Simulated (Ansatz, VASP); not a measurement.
# Ga4ICl3 in VASP and in Ansatz

```
Ga I Cl
1.0
    -3.77519    3.77519    3.77519
     3.77519   -3.77519    3.77519
     3.77519    3.77519   -3.77519
Ga I Cl
4 1 3
Cartesian
  1.8876 1.8876 1.8876
  1.8876 1.8876 -1.8876
  1.8876 -1.8876 1.8876
  -1.8876 1.8876 1.8876
  0.0000 0.0000 0.0000
  0.0000 0.0000 3.7752
  0.0000 3.7752 0.0000
  3.7752 0.0000 0.0000
```

Alike in both runs: functional PBE; k mesh 4 × 4 × 4; occupations gaussian, width 0.1 eV; no spin polarisation.

Ansatz relaxed the structure, and its values are those at the end. VASP's run is a single point on that final structure, the one shown.

|  | VASP | Ansatz |
| --- | --- | --- |
| version | VASP 6.6.1 | Ansatz 0.2.0 |
| potentials or method | VASP PAW PBE potentials, release 64 (Ga_d, I, Cl), cutoff 520 eV | scalar-relativistic, plane waves, PAW |
| valence electrons in the cell | 80 | 90 |

```tsv
	VASP	Ansatz	Ansatz less VASP
gap on the k mesh at the Fermi level (eV)	1.18	1.18	+0.001
least direct gap on the mesh (eV)	1.18	1.18	+0.001
pressure (GPa)	0.2	0.2	+0.01
```

VASP's potentials hold 80 valence electrons a cell and Ansatz's 90, so a difference there can come from the potentials and not from the codes.

Neither program's run includes spin-orbit coupling.
